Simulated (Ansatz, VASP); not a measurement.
**One calculation of GaN, two programs**

Contents of POSCAR:

```
GaN
1.0
    3.1513178824      0.0000000000      0.0000000000
   -1.5756589412      2.7291213415      0.0000000000
    0.0000000000      0.0000000000      5.2080976077
Ga N
2 2
Direct
    0.3333333333      0.6666666667      0.0003478194
    0.6666666667      0.3333333333      0.5003478194
    0.3333333333      0.6666666667      0.3746521806
    0.6666666667      0.3333333333      0.8746521806
```

The input INCAR.step1:

```
PREC = Accurate
ENCUT = 520
ISMEAR = 0
SIGMA = 0.01
LREAL = F
LASPH = T
NELM = 60
NBANDS = 26
GGA = PE
ALGO = Normal
EDIFF = 1E-4
LWAVE = T
LCHARG = F
```

The input INCAR.step2:

```
PREC = Accurate
ENCUT = 520
EDIFF = 1E-6
ISMEAR = 0
SIGMA = 0.01
LREAL = F
LASPH = T
NELM = 60
ALGO = Normal
ISIF = 2
LWAVE = F
LCHARG = F
METAGGA = R2SCAN
LMIXTAU = T
NBANDS = 26
ISTART = 1
```

KPOINTS

```
Automatic mesh
0
Gamma
  12 12 6
```

Input for Ansatz:

```yaml
crystal:
  lattice:
    - [3.1513178824, 0.0, 0.0]
    - [-1.5756589412, 2.7291213415, 0.0]
    - [0.0, 0.0, 5.2080976077]
  atoms:
    - { symbol: Ga, position: [0.3333333333, 0.6666666667, 0.0003478194] }
    - { symbol: Ga, position: [0.6666666667, 0.3333333333, 0.5003478194] }
    - { symbol: "N", position: [0.3333333333, 0.6666666667, 0.3746521806] }
    - { symbol: "N", position: [0.6666666667, 0.3333333333, 0.8746521806] }
kpoints:
  mp_grid: { grid: [12, 12, 6] }
  band_path:
    path:
      - [0.0, 0.0, 0.0]
      - [0.5, 0.0, 0.0]
      - [0.3333333333, 0.3333333333, 0.0]
      - [0.0, 0.0, 0.5]
      - [0.5, 0.0, 0.5]
      - [0.3333333333, 0.3333333333, 0.5]
    npoints: 1
hamiltonian:
  xc: r2scan
scf:
  occupations: { method: fixed }
  n_extra_bands: 5
output:
  forces: true
  stress: true
  eigenvalues: true
```

Change from the starting cell: epitaxial_xy strain -1.0%.

Alike in both runs: task single point; functional r2SCAN; k mesh 12 × 12 × 6; no spin polarisation.

```csv
,VASP,Ansatz
version,VASP 6.6.1,Ansatz 0.2.0
potentials or method,"VASP PAW PBE potentials, release 64 (Ga_d, N)","plane waves, PAW"
plane-wave cutoff (eV),520,500
occupations,"gaussian, width 0.01 eV",fixed
valence electrons in the cell,36,36
```

Ansatz gave:

| Quantity | Value |
| --- | --- |
| gap on the k mesh at the Fermi level (eV) | 2.40 |
| pressure (GPa) | 3.1 |
| traceless stress, the component that is largest in VASP (GPa) | -3.11 |
| rms of the force components (eV/Å) | 0.001 |

Which values does VASP return?

gap on the k mesh at the Fermi level (eV): 2.39; pressure (GPa): 4.3; traceless stress, the component that is largest in VASP (GPa): -3.19; rms of the force components (eV/Å): 0.009.

VASP's potentials were made for PBE, not for r2SCAN. Atom by atom the forces differ by 0.009 eV/Å (rms over components).
